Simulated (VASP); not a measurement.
A run of VASP 6.6.1 is set up as follows.

File INCAR:

```
PREC = Accurate
ENCUT = 520
EDIFF = 1E-6
ISMEAR = 0
SIGMA = 0.02
LREAL = False
LASPH = True
NELM = 60
ALGO = Normal
ISIF = 2
LWAVE = False
LCHARG = False
GGA = PE
NBANDS = 28
```

KPOINTS

```
Automatic mesh
0
Gamma
  8 8 6
```

The input POSCAR:

```
PbO
1.0
    3.9744000000      0.0000000000      0.0000000000
    0.0000000000      3.9744000000      0.0000000000
    0.0000000000      0.0000000000      5.0220000000
Pb O
2 2
Direct
    0.0000000000      0.5000000000      0.2351000000
    0.5000000000      0.0000000000      0.7649000000
    0.0377415459      0.0000000000      0.0000000000
    0.5000000000      0.5000000000      0.0000000000
```

Potentials or basis: VASP PAW PBE potentials, release 64 (Pb_d, O).

Run with:

```bash
$ cat potpaw_PBE.64/Pb_d/POTCAR potpaw_PBE.64/O/POTCAR > POTCAR
$ mpirun -np 1 vasp_std > vasp.out
```

Task: What does it give for the largest force?

Result: 1.187 eV/Å.

Task: What does it give for the pressure?

Result: 5.5 GPa.

Forces in eV/Å, atoms in the order of the input:
```
Pb   0.060  0.000  0.459
Pb   0.612  0.000 -0.686
O   -1.161  0.000  0.246
O    0.488  0.000 -0.018
```

Caveat: the cell differs from its parent crystal (one atom moved); forces of over 1 eV/Å act on the atoms, so gaps and moduli don't describe the material at rest.
